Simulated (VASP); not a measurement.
Set up this calculation in VASP 6.6.1, as the native input.

* Task: single point
* Functional: revPBE
* Potentials or basis: VASP PAW PBE potentials, release 64 (Na_pv, Cl)
* Cutoff: 520 eV
* k mesh: 7 × 7 × 7
* Occupations: gaussian, width 0.01 eV
* Spin: no spin polarisation
* Dipole correction: no
* Further INCAR settings: ALGO = Normal; EDIFF = 1e-06; NBANDS = 14

The structure of NaCl lies in POSCAR:

```
NaCl
1.0
    2.8600000000      0.0000000000      0.0000000000
    0.0000000000      2.8600000000      0.0000000000
    0.0000000000      0.0000000000      2.8600000000
Na Cl
1 1
Direct
    0.0000000000      0.0000000000      0.0000000000
    0.5000000000      0.5000000000      0.5000000000
```

The input as run:

INCAR

```
  PREC = Accurate
  ENCUT = 520
  EDIFF = 1E-6
  ISMEAR = 0
  SIGMA = 0.01
  LREAL = False
  LASPH = True
  NELM = 80
  ALGO = Normal
  ISIF = 2
  LWAVE = False
  LCHARG = False
  GGA = RE
  NBANDS = 14
```

KPOINTS

```
Automatic mesh
0
Gamma
  7 7 7
```

Potentials or basis: VASP PAW PBE potentials, release 64 (Na_pv, Cl).

Command:

```bash
$ cat potpaw_PBE.64/Na_pv/POTCAR potpaw_PBE.64/Cl/POTCAR > POTCAR
$ mpirun -np 1 vasp_std > vasp.out
```

Results of the run:

```
Pressure               : 69.1 GPa
Band gap on the k mesh : 5.14 eV, direct
```

Caveat: the PAW data sets were made with another functional, which shifts forces and pressure a little.

Run time: 5.4 s on 1 thread of AMD EPYC 7R13 Processor (Zen 3), on a shared host, peak memory 0.1 GiB.
